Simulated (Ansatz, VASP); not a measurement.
# One calculation of SiO2, two programs

INCAR

```
  PREC = Accurate
  ENCUT = 520
  EDIFF = 1E-8
  ISMEAR = -1
  SIGMA = 0.02
  LREAL = False
  LASPH = True
  NELM = 80
  ALGO = Normal
  ISIF = 2
  LWAVE = False
  LCHARG = False
  GGA = PS
  LEFG = True
  NBANDS = 44
```

The input KPOINTS:

```
regular mesh
0
Gamma
  5 5 4
```

POSCAR

```
SiO2
1.0
    4.9820000000      0.0000000000      0.0000000000
    0.0000000000      4.9820000000      0.0000000000
    0.0000000000      0.0000000000      6.9630000000
Si O
4 8
Direct
    0.2989700000      0.2989700000      0.0000000000
    0.2010300000      0.7989700000      0.2500000000
    0.7010300000      0.7010300000      0.5000000000
    0.7989700000      0.2010300000      0.7500000000
    0.2398900000      0.1034700000      0.1781300000
    0.3965300000      0.7398900000      0.4281300000
    0.7601100000      0.8965300000      0.6781300000
    0.6034700000      0.2601100000      0.9281300000
    0.7398900000      0.3965300000      0.5718700000
    0.8965300000      0.7601100000      0.3218700000
    0.2601100000      0.6034700000      0.0718700000
    0.1034700000      0.2398900000      0.8218700000
```

Input for Ansatz:

```yaml
crystal:
  lattice:
    - [4.982, 0.0, 0.0]
    - [0.0, 4.982, 0.0]
    - [0.0, 0.0, 6.963]
  atoms:
    - { symbol: Si, position: [0.29897, 0.29897, 0.0] }
    - { symbol: Si, position: [0.20103, 0.79897, 0.25] }
    - { symbol: Si, position: [0.70103, 0.70103, 0.5] }
    - { symbol: Si, position: [0.79897, 0.20103, 0.75] }
    - { symbol: O, position: [0.23989, 0.10347, 0.17813] }
    - { symbol: O, position: [0.39653, 0.73989, 0.42813] }
    - { symbol: O, position: [0.76011, 0.89653, 0.67813] }
    - { symbol: O, position: [0.60347, 0.26011, 0.92813] }
    - { symbol: O, position: [0.73989, 0.39653, 0.57187] }
    - { symbol: O, position: [0.89653, 0.76011, 0.32187] }
    - { symbol: O, position: [0.26011, 0.60347, 0.07187] }
    - { symbol: O, position: [0.10347, 0.23989, 0.82187] }
kpoints:
  mp_grid: { grid: [5, 5, 4] }
scf:
  occupations: { method: fermi_dirac, width: 0.02 }
hamiltonian:
  xc: pbesol
  pseudopotentials: { kind: paw, frozen_core: stored }
output:
  forces: true
  stress: true
  populations: true
  efg: { quadrupole_moments_barn: { O: -0.02558 } }
```

Alike in both runs: task electric field gradients; functional PBEsol; k mesh 5 × 5 × 4; occupations fermi-dirac, width 0.02 eV; no spin polarisation.

```csv
,VASP,Ansatz
version,VASP 6.6.1,Ansatz 0.2.0
potentials or method,"VASP PAW PBE potentials, release 64 (Si, O)","plane-wave PAW, scalar-relativistic"
plane-wave cutoff (eV),520,420
valence electrons in the cell,64,64
```

|  | VASP | Ansatz | Ansatz less VASP |
| --- | --- | --- | --- |
| gap on the k mesh at the Fermi level (eV) | 5.71 | 5.71 | 0.000 |
| pressure (GPa) | 4.5 | 4.1 | -0.44 |
| traceless stress, the component that is largest in VASP (GPa) | 0.43 | 0.44 | +0.016 |
| rms of the force components (eV/Å) | 0.161 | 0.152 | -0.0086 |
| size of Vzz on the site where it differs most (V/Å²) | 85.4 | 93.3 | +7.89 |

VASP's potentials were made for PBE, not for PBEsol, and Ansatz warns of the same on its side. Atom by atom the forces differ by 0.012 eV/Å (rms over components).
